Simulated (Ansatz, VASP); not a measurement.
## SiO2 in VASP and in Ansatz

The input INCAR:

```
ALGO = Normal
EDIFF = 1E-7
ENCUT = 520
GGA = PS
ISIF = 2
ISMEAR = -1
LASPH = True
LCHARG = False
LREAL = False
LWAVE = False
NBANDS = 25
NELM = 60
PREC = Accurate
SIGMA = 0.03
```

Contents of KPOINTS:

```
k-points
0
Gamma
  7 7 7
```

File POSCAR:

```
SiO2
1.0
   -2.3028285000      2.3028285000      3.7440000000
    2.3028285000     -2.3028285000      3.7440000000
    2.3028285000      2.3028285000     -3.7440000000
Si O
2 4
Direct
    0.0000000000      0.0000000000      0.0000000000
    0.7500000000      0.2500000000      0.5000000000
    0.9983800000      0.6250000000      0.8733800000
    0.3750000000      0.2483800000      0.3733800000
    0.7516200000      0.1250000000      0.1266200000
    0.8750000000      0.0016200000      0.6266200000
```

Input for Ansatz:

```yaml
crystal:
  lattice:
    - [-2.3028285, 2.3028285, 3.744]
    - [2.3028285, -2.3028285, 3.744]
    - [2.3028285, 2.3028285, -3.744]
  atoms:
    - { symbol: Si, position: [0.0, 0.0, 0.0] }
    - { symbol: Si, position: [0.75, 0.25, 0.5] }
    - { symbol: O, position: [0.99838, 0.625, 0.87338] }
    - { symbol: O, position: [0.375, 0.24838, 0.37338] }
    - { symbol: O, position: [0.75162, 0.125, 0.12662] }
    - { symbol: O, position: [0.875, 0.00162, 0.62662] }
kpoints:
  mp_grid: { grid: [7, 7, 7] }
  band_path:
    path:
      - [0.0, 0.0, 0.0]
      - [0.0, 0.0, 0.5]
      - [0.25, 0.25, 0.25]
      - [0.0, 0.5, 0.0]
      - [0.0, 0.0, 0.0]
      - [0.5, 0.5, -0.5]
      - [0.3445783036, 0.6554216964, -0.3445783036]
      - [-0.3445783036, 0.3445783036, 0.3445783036]
      - [0.0, 0.0, 0.0]
    npoints: 5
scf:
  occupations: { method: fermi_dirac, width: 0.03 }
hamiltonian:
  xc: pbesol
  pseudopotentials: { kind: all_electron, lapw: { basis_error: 0.001 } }
output:
  forces: true
  stress: true
  eigenvalues: true
```

Change from the starting cell: equal xx and yy strain of -3 %.

Alike in both runs: task single point; functional PBEsol; k mesh 7 × 7 × 7; occupations fermi-dirac, width 0.03 eV; no spin polarisation.

|  | VASP | Ansatz |
| --- | --- | --- |
| version | VASP 6.6.1 | Ansatz 0.2.0 |
| potentials or method | VASP PAW PBE potentials, release 64 (Si, O), cutoff 520 eV | all-electron LAPW, scalar-relativistic |

```tsv
	VASP	Ansatz	Ansatz less VASP
gap on the k mesh at the Fermi level (eV)	6.29	6.30	+0.008
pressure (GPa)	13.3	12.5	-0.82
traceless stress, the component that is largest in VASP (GPa)	-1.98	-2.11	-0.131
rms of the force components (eV/Å)	0.435	0.413	-0.0218
```

VASP's potentials were made for PBE, not for PBEsol. Atom by atom the forces differ by 0.022 eV/Å (rms over components). Ansatz ran all-electron here, and VASP with PAW potentials.
